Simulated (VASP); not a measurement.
EuCd, 2 atoms in the cell. The structure is cubic, space group Pm-3m (No. 221). Conventional cell: a = 3.917 Å, b = 3.917 Å, c = 3.917 Å, α = 90.00°, β = 90.00°, γ = 90.00°. Within 4.5 Å of Eu (site symmetry m-3m) lie 8 Cd at 3.39 Å and 6 Eu at 3.92 Å. Within 4.5 Å of Cd (site symmetry m-3m) lie 8 Eu at 3.39 Å and 6 Cd at 3.92 Å. 

- Program: VASP 6.6.1
- Task: single point
- Functional: LDA
- Potentials or basis: VASP PAW PBE potentials, release 64 (Eu, Cd)
- Cutoff: 520 eV
- k mesh: 8 × 8 × 8
- Occupations: fermi-dirac, width 0.03 eV
- Spin: collinear spin, ferromagnetic start
- Starting moments: [7.0, 0.0] μB
- Dipole correction: no
- Further INCAR settings: ALGO = Normal; EDIFF = 1e-06; NBANDS = 26

Potentials or basis: VASP PAW PBE potentials, release 64 (Eu, Cd).

Run with:

```sh
$ cat potpaw_PBE.64/Eu/POTCAR potpaw_PBE.64/Cd/POTCAR > POTCAR
$ mpirun -np 1 vasp_std > vasp.out
```

Hardware: 1 thread of Intel(R) Xeon(R) Platinum 8559C (Emerald Rapids), on a shared host.

Q: How long does it take, and how much memory?

A: It took 86 s on 1 thread of Intel(R) Xeon(R) Platinum 8559C (Emerald Rapids), with other jobs on the host, peak memory 0.21 GiB. Counts: scf iterations 16, k points 35.
